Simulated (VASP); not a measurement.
Zn, 1 atom in the cell. It takes space group Pm-3m (No. 221, cubic). Conventional cell: a = 2.639 Å, b = 2.639 Å, c = 2.639 Å, α = 90.00°, β = 90.00°, γ = 90.00°. Within 3.5 Å of Zn (site symmetry m-3m) lie 6 Zn at 2.64 Å.  This cell differs from its parent crystal: volume scaled by 0.96.

| Property | Result |
| --- | --- |
| Program | VASP 6.6.1 |
| Task | single point |
| Functional | RPBE |
| Potentials or basis | VASP PAW PBE potentials, release 64 (Zn) |
| Cutoff | 520 eV |
| k mesh | 13 × 13 × 13 |
| Occupations | fermi-dirac, width 0.1 eV |
| Spin | no spin polarisation |
| Dipole correction | no |
| Further INCAR settings | ALGO = Normal; EDIFF = 1e-07; NBANDS = 12 |

Potentials or basis: VASP PAW PBE potentials, release 64 (Zn).

Run with:

```bash
$ cat potpaw_PBE.64/Zn/POTCAR > POTCAR
$ mpirun -np 1 vasp_std > vasp.out
```

Hardware: 1 thread of Intel(R) Xeon(R) Platinum 8375C CPU @ 2.90GHz (Ice Lake), with other jobs on the host.

**Question.** Estimate the wall time of this run.

**Answer.** It took 7.7 s on 1 thread of Intel(R) Xeon(R) Platinum 8375C CPU @ 2.90GHz (Ice Lake), with other jobs on the host, peak memory 0.13 GiB. Counts: scf iterations 13, k points 84.
